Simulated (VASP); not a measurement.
## P: single point with PBE

Crystal: P.

```xyz
8
Lattice="-4.1268 4.1268 2.4572 4.1268 -4.1268 2.4572 4.1268 4.1268 -2.4572" Properties=species:S:1:pos:R:3 pbc="T T T"
P     2.9087   -1.2181    1.1075
P     5.3449    1.2181    1.1075
P     1.2181    2.9087    1.1075
P    -1.2181    5.3449    1.1075
P     5.3449   -1.2181    1.3496
P     2.9087    1.2181    1.3496
P    -1.2181    2.9087    1.3496
P     1.2181    5.3449    1.3496
```

```json
{
  "Program": "VASP 6.6.1",
  "Task": "single point",
  "Functional": "PBE",
  "Potentials or basis": "VASP PAW PBE potentials, release 64 (P)",
  "Cutoff": "520 eV",
  "k mesh": "10 × 10 × 10",
  "Occupations": "gaussian, width 0.1 eV",
  "Spin": "no spin polarisation"
}
```

```json
{"Pressure": "-0.2 GPa", "Largest force": "0.042 eV/Å", "Band gap on the k mesh": "zero (bands 20 and 21 overlap by 0.54 eV)"}
```

Forces in eV/Å, atoms in the order of the input:
```
P    0.007  0.007 -0.041
P   -0.007 -0.007 -0.041
P   -0.007  0.007 -0.041
P    0.007 -0.007 -0.041
P   -0.007  0.007  0.041
P    0.007 -0.007  0.041
P    0.007  0.007  0.041
P   -0.007 -0.007  0.041
```

Stress tensor (GPa, compression positive):
```
-0.13  0.00  0.00
 0.00 -0.13  0.00
 0.00  0.00 -0.28
```

Levels at points of the mesh, in eV from the Fermi level:
```csv
k point,band 16,band 17,band 18,band 19,band 20,band 21,band 22,band 23,band 24,band 25
"(0.00, 0.00, 0.00)",-3.13,-3.03,-2.68,-2.68,0.08,1.02,1.02,1.23,1.41,2.18
"(0.50, 0.00, 0.00)",-2.34,-1.82,-1.82,-0.93,-0.93,0.29,0.29,1.01,1.01,1.28
"(0.50, 0.50, 0.00)",-2.89,-2.66,-2.24,-1.29,-0.79,0.34,1.60,1.65,1.99,2.50
"(0.50, 0.50, 0.50)",-4.76,-2.45,-2.05,-1.02,0.22,0.22,0.74,0.74,0.98,3.26
```

Wall time 5.6 min on 1 thread of AMD EPYC 9R45 96-Core Processor (Zen 5), with other jobs on the host, peak memory 0.5 GiB.
